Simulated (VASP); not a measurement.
# Cu3W2 (P4/mmm) in VASP: single point with PBE

Aim: the single point of Cu3W2 with PBE.

All numbers are computed with VASP 6.6.1; they aren't measurements. Logs are shortened: lines on timing, memory, paths and dates and some standing lists are left out, and cuts for length are marked.

### 1 The cell of the first run

The structure is tetragonal, space group P4/mmm (No. 123). Conventional cell: a = 3.338 Å, b = 3.338 Å, c = 8.049 Å, α = 90.00°, β = 90.00°, γ = 90.00°. Within 3.4 Å of Cu (site symmetry 4/mmm) lie 12 Cu at 2.50 to 3.34 Å. Cu (site symmetry 4mm) has 1 Cu at 1.65 Å within 2.2 Å. W (site symmetry 4/mmm) has 4 W at 2.36 Å within 3.1 Å. Within 3.4 Å of W (site symmetry 4/mmm) lie 8 W at 2.36 to 3.34 Å and 2 Cu at 3.20 Å.

The cell was built from a structure type or drawn by symmetry, and may not be a known phase.

### 2 Single point, PBE

The input, INCAR:

```
PREC     = Accurate       # precision mode
ENCUT    = 520            # plane-wave cutoff, eV
EDIFF    = 1E-6           # SCF threshold, eV
ISMEAR   = 0              # smearing method
SIGMA    = 0.1            # smearing width, eV
LREAL    = False          # projectors in reciprocal space
LASPH    = True           # aspherical terms in the spheres
NELM     = 100            # most SCF steps
ALGO     = Fast           # electronic algorithm
ISIF     = 2              # what is computed and relaxed
LWAVE    = False          # write WAVECAR
LCHARG   = False          # write CHGCAR
GGA      = PE             # functional
NBANDS   = 38             # bands
```

The input, KPOINTS:

```
regular mesh
0
Gamma
  6 6 2
```

The input, POSCAR:

```
Cu3W2
1.0
    3.3382495100      0.0000000000      0.0000000000
    0.0000000000      3.3382495100      0.0000000000
    0.0000000000      0.0000000000      8.0491516800
Cu W
3 2
Direct
    0.0000000000      0.0000000000      0.5000000000
    0.5000000000      0.5000000000      0.6024216000
    0.5000000000      0.5000000000      0.3975784000
    0.0000000000      0.0000000000      0.0000000000
    0.5000000000      0.5000000000      0.0000000000
```

Potentials or basis: VASP PAW PBE potentials, release 64 (Cu, W_sv).

Run with:

```sh
$ cat potpaw_PBE.64/Cu/POTCAR potpaw_PBE.64/W_sv/POTCAR > POTCAR
$ mpirun -np 1 vasp_std > vasp.out
```

OUTCAR:

```text
PREC = Accurate
   ENCUT = 520
   EDIFF = 1E-6
   ISMEAR = 0
   LREAL = False
   LASPH = True
   NELM = 100
   ISIF = 2
   GGA = PE

 ion  position               nearest neighbor table
   1  0.000  0.000  0.500-   2 2.50   3 2.50   2 2.50   3 2.50   2 2.50   3 2.50   2 2.50   3 2.50

   2  0.500  0.500  0.602-   3 1.65   1 2.50   1 2.50   1 2.50   1 2.50
   3  0.500  0.500  0.398-   2 1.65   1 2.50   1 2.50   1 2.50   1 2.50
   4  0.000  0.000  0.000-   5 2.36   5 2.36   5 2.36   5 2.36
   5  0.500  0.500  0.000-   4 2.36   4 2.36   4 2.36   4 2.36

  LATTYP: Found a simple tetragonal cell.
 ALAT       =     3.3382495100
 C/A-ratio  =     2.4111893541

  Lattice vectors:

 A1 = (   3.3382495100,   0.0000000000,   0.0000000000)
 A2 = (   0.0000000000,   3.3382495100,   0.0000000000)
 A3 = (   0.0000000000,   0.0000000000,   8.0491516800)

Analysis of symmetry for initial positions (statically):
=====================================================================
 Subroutine PRICEL returns:
 Original cell was already a primitive cell.

 Routine SETGRP: Setting up the symmetry group for a
 simple tetragonal supercell.

 Subroutine GETGRP returns: Found 16 space group operations
 (whereof 16 operations were pure point group operations)
 out of a pool of 16 trial point group operations.

The static configuration has the point symmetry D_4h.

Analysis of symmetry for dynamics (positions and initial velocities):
=====================================================================
 Subroutine PRICEL returns:
 Original cell was already a primitive cell.

 Routine SETGRP: Setting up the symmetry group for a
 simple tetragonal supercell.

 Subroutine GETGRP returns: Found 16 space group operations
 (whereof 16 operations were pure point group operations)
 out of a pool of 16 trial point group operations.

The dynamic configuration has the point symmetry D_4h.

 Subroutine INISYM returns: Found 16 space group operations
 (whereof 16 operations are pure point group operations),
 and found     1 'primitive' translations

----------------------------------------------------------------------------------------

                                     Primitive cell

  volume of cell :      89.6990

  direct lattice vectors                    reciprocal lattice vectors
     3.338249510  0.000000000  0.000000000     0.299558196  0.000000000  0.000000000
     0.000000000  3.338249510  0.000000000     0.000000000  0.299558196  0.000000000
     0.000000000  0.000000000  8.049151680     0.000000000  0.000000000  0.124236695

  length of vectors
     3.338249510  3.338249510  8.049151680     0.299558196  0.299558196  0.124236695

  position of ions in fractional coordinates (direct lattice)
     0.000000000  0.000000000  0.500000000
     0.500000000  0.500000000  0.602421600
     0.500000000  0.500000000  0.397578400
     0.000000000  0.000000000  0.000000000
     0.500000000  0.500000000  0.000000000

  ion indices of the primitive-cell ions
   primitive index   ion index
                 1           1
                 2           2
                 3           3
                 4           4
                 5           5

----------------------------------------------------------------------------------------

 KPOINTS: regular mesh

Automatic generation of k-mesh.
 Grid dimensions read from file:
 generate k-points for:    6    6    2

 Generating k-lattice:

  Cartesian coordinates                     Fractional coordinates (reciprocal lattice)
     0.049926366  0.000000000  0.000000000     0.166666667  0.000000000  0.000000000
     0.000000000  0.049926366  0.000000000     0.000000000  0.166666667  0.000000000
     0.000000000  0.000000000  0.062118347     0.000000000  0.000000000  0.500000000

  Length of vectors
     0.049926366  0.049926366  0.062118347

  Shift w.r.t. Gamma in fractional coordinates (k-lattice)
     0.000000000  0.000000000  0.000000000

 Subroutine IBZKPT returns following result:
 ===========================================

 Found     20 irreducible k-points:

 Following reciprocal coordinates:
            Coordinates               Weight
  0.000000  0.000000  0.000000      1.000000
  0.166667  0.000000  0.000000      4.000000
  0.333333  0.000000  0.000000      4.000000
  0.500000  0.000000  0.000000      2.000000
  0.166667  0.166667  0.000000      4.000000
  0.333333  0.166667  0.000000      8.000000
[... 12 lines left out ...]
  0.500000  0.333333  0.500000      4.000000
  0.500000  0.500000  0.500000      1.000000
   k-points           NKPTS =     20   k-points in BZ     NKDIM =     20   number of bands    NBANDS=     38
   number of dos      NEDOS =    301   number of ions     NIONS =      5
   total plane-waves  NPLWV =  47040
   dimension x,y,z NGX =    28 NGY =   28 NGZ =   60
   dimension x,y,z NGXF=    56 NGYF=   56 NGZF=  120
   ions per type =               3   2
   NGX,Y,Z   is equivalent  to a cutoff of  13.94, 13.94, 12.39 a.u.
   NGXF,Y,Z  is equivalent  to a cutoff of  27.89, 27.89, 24.78 a.u.
 SYSTEM =  unknown system
   PREC   = accura    normal or accurate (medium, high low for compatibility)
   ISTART =      0    job   : 0-new  1-cont  2-samecut
   ICHARG =      2    charge: 1-file 2-atom 10-const
   ISPIN  =      1    spin polarized calculation?
   LNONCOLLINEAR =      F non collinear calculations
   LSORBIT =      F    spin-orbit coupling
   LASPH  =      T    aspherical Exc in radial PAW
   ENCUT  =  520.0 eV  38.22 Ry    6.18 a.u.   6.21  6.21 14.97*2*pi/ulx,y,z
   NELM   =    100;   NELMIN=  2; NELMDL= -5     # of ELM steps
   EDIFF  = 0.1E-05   stopping-criterion for ELM
   LREAL  =      F    real-space projection
   EDIFFG = 0.1E-04   stopping-criterion for IOM
   NSW    =      0    number of steps for IOM
   IBRION =     -1    ionic relax: 0-MD 1-quasi-New 2-CG
   NFREE  =      0    steps in history (QN), initial steepest desc. (CG)
   ISIF   =      2    stress and relaxation
   ISYM   =      2    0-nonsym 1-usesym 2-fastsym
   POTIM  = 0.5000    time-step for ionic-motion
   TEBEG  =    0.0;   TEEND  =   0.0 temperature during run
   PSTRESS=    0.0 pullay stress
   NELECT =      61.0000    total number of electrons
   NUPDOWN=      -1.0000    fix difference up-down
   EMIN   =  10.00;   EMAX   =-10.00  energy-range for DOS
   EFERMI =   0.00;   METHOD = LEGACY
   ISMEAR =     0;   SIGMA  =   0.10  broadening in eV -4-tet -1-fermi 0-gaus
   EFERMI_NEDOS =   21; number of points for ismear=-14 and -15
   IALGO  =     68    algorithm
   IMIX   =      4    mixing-type and parameters
     AMIX     =   0.40;   BMIX     =  1.00
     AMIX_MAG =   1.60;   BMIX_MAG =  1.00
  volume/ion in A,a.u.               =      17.94       121.06
  Fermi-wavevector in a.u.,A,eV,Ry     =   1.439645  2.720535 28.199149  2.072579
  Thomas-Fermi vector in A             =   2.558478
   LORBIT       =      0    0 simple, 1 ext, 2 COOP (PROOUT), +10 PAW based schemes
   GGA     = PE    functional components
   LHFCALC =     F    Hartree Fock is set to
   AEXX    =    0.0000 exact exchange contribution
   IVDW    =     0    specifies the selected vdW correction
   LEPSILON=     F    determine dielectric tensor
   LRPA    =     F    only Hartree local field effects (RPA)
 non-spin polarized calculation
 RMM-DIIS sequential band-by-band and
 Gauss-broadening in eV      SIGMA  =   0.10
  energy-cutoff  :      520.00
  volume of cell :       89.70
 maximum number of plane-waves:      2436
 NGX is ok and might be reduce to    28
   NGX = 13   NGY = 13   NGZ = 29

 number of electron      60.9999973 magnetization

 Free energy of the ion-electron system (eV)
  ---------------------------------------------------
  ext. energy  EPLUGINS =         0.00000000
  ---------------------------------------------------
  free energy    TOTEN  =       -24.81918393 eV

  energy without entropy =      -24.80756329  energy(sigma->0) =      -24.81337361

 E-fermi :   5.7631     XC(G=0): -11.1436

 val. band max:        5.7457548941   @ k =   0.5000   0.5000   0.0000
 cond. band min:       5.7747470023   @ k =   0.5000   0.5000   0.0000
 fundamental gap:      0.0289921082
 Fermi energy:         5.7630585929

 k-point     1 :       0.0000    0.0000    0.0000
  band No.  band energies     occupation
      1     -68.2516      2.00000
      2     -67.5606      2.00000
      3     -33.6162      2.00000
      4     -33.6162      2.00000
      5     -32.5326      2.00000
      6     -31.7069      2.00000
[... 30 lines left out ...]
     37      11.5180      0.00000
     38      12.4019      0.00000

 k-point     2 :       0.1667    0.0000    0.0000
  band No.  band energies     occupation
      1     -68.2092      2.00000
      2     -67.6034      2.00000
      3     -33.4848      2.00000
      4     -33.4646      2.00000
      5     -32.4840      2.00000
      6     -31.7544      2.00000
[... 30 lines left out ...]
     37      12.0901      0.00000
     38      12.4848      0.00000

 k-point     3 :       0.3333    0.0000    0.0000
  band No.  band energies     occupation
      1     -68.0979      2.00000
      2     -67.7158      2.00000
      3     -33.0987      2.00000
      4     -33.0358      2.00000
      5     -32.3594      2.00000
      6     -31.8771      2.00000
[... 30 lines left out ...]
     37       9.6465      0.00000
     38      10.8158      0.00000

 k-point     4 :       0.5000    0.0000    0.0000
  band No.  band energies     occupation
      1     -68.0013      2.00000
      2     -67.8129      2.00000
      3     -32.5565      2.00000
      4     -32.4682      2.00000
      5     -32.4330      2.00000
      6     -32.3433      2.00000
[... 30 lines left out ...]
     37       8.1109      0.00000
     38       8.4856      0.00000
[... 539 lines left out ...]
      4     -33.3920      2.00000
      5     -32.2823      2.00000
      6     -31.9355      2.00000
[... 30 lines left out ...]
     37       9.8769      0.00000
     38      10.1396      0.00000

 k-point    19 :       0.5000    0.3333    0.5000
  band No.  band energies     occupation
      1     -67.9971      2.00000
      2     -67.8085      2.00000
      3     -33.8746      2.00000
      4     -33.8738      2.00000
      5     -32.2495      2.00000
      6     -31.9620      2.00000
[... 30 lines left out ...]
     37       9.8790      0.00000
     38      10.3565      0.00000

 k-point    20 :       0.5000    0.5000    0.5000
  band No.  band energies     occupation
      1     -67.9956      2.00000
      2     -67.8071      2.00000
      3     -34.0856      2.00000
      4     -34.0856      2.00000
      5     -32.2455      2.00000
      6     -31.9580      2.00000
[... 30 lines left out ...]
     37       9.0879      0.00000
     38      11.5693      0.00000

------------------------ aborting loop because EDIFF is reached ----------------------------------------

  FORCE on cell =-STRESS in cart. coord.  units (eV):
  Direction    XX          YY          ZZ          XY          YZ          ZX
  --------------------------------------------------------------------------------------
  -------------------------------------------------------------------------------------
  Total       11.5965404     11.5965404     29.1456832      0.0000000      0.0000000      0.0000000
  in kB      207.1339700    207.1339700    520.5915607      0.0000000      0.0000000      0.0000000
  external PRESSURE =     311.6198336 kB  Pullay stress =       0.0000000 kB

 VOLUME and BASIS-vectors are now :
 -----------------------------------------------------------------------------
  energy-cutoff  :      520.00
  volume of cell :       89.70
      direct lattice vectors                 reciprocal lattice vectors
     3.338249510  0.000000000  0.000000000     0.299558196  0.000000000  0.000000000
     0.000000000  3.338249510  0.000000000     0.000000000  0.299558196  0.000000000
     0.000000000  0.000000000  8.049151680     0.000000000  0.000000000  0.124236695

 POSITION                                       TOTAL-FORCE (eV/Angst)
 -----------------------------------------------------------------------------------
      0.00000      0.00000      4.02458         0.000000      0.000000      0.000000
      1.66912      1.66912      4.84898         0.000000     -0.000000     21.174485
      1.66912      1.66912      3.20017        -0.000000      0.000000    -21.174485
      0.00000      0.00000      0.00000         0.000000      0.000000      0.000000
      1.66912      1.66912      0.00000         0.000000      0.000000      0.000000
 -----------------------------------------------------------------------------------
    total drift:                                0.000000      0.000000     -0.000000

  FREE ENERGIE OF THE ION-ELECTRON SYSTEM (eV)
  ---------------------------------------------------
  free  energy   TOTEN  =       -24.8191839257 eV

  energy  without entropy=      -24.8075632912  energy(sigma->0) =      -24.81337361
```

Run time: 62 s. Hardware: 1 thread of Intel Xeon 6975P-C (Granite Rapids), shared host; peak memory 0.23 GiB.

Results:

| Quantity | Value |
| --- | --- |
| Free energy | -24.8192 eV |
| Pressure | 31.2 GPa |
| Largest force | 21.174 eV/Å |
| Band gap on the k mesh | zero (an odd number of electrons rules out a gap without spin polarisation) |

Forces in eV/Å, atoms in the order of the input:
```
Cu    0.000   0.000   0.000
Cu    0.000   0.000  21.174
Cu    0.000   0.000 -21.174
W     0.000   0.000   0.000
W     0.000   0.000   0.000
```

Caveat: the k points lie up to 0.39 Å⁻¹ apart, too coarse for converged energies and pressures of a metal; atoms lie so close that the PAW spheres overlap strongly, which falsifies energies and pressures; spin-orbit coupling is left out, which moves the levels of the heavy elements; forces of over 1 eV/Å act on the atoms, so gaps and moduli don't describe the material at rest.
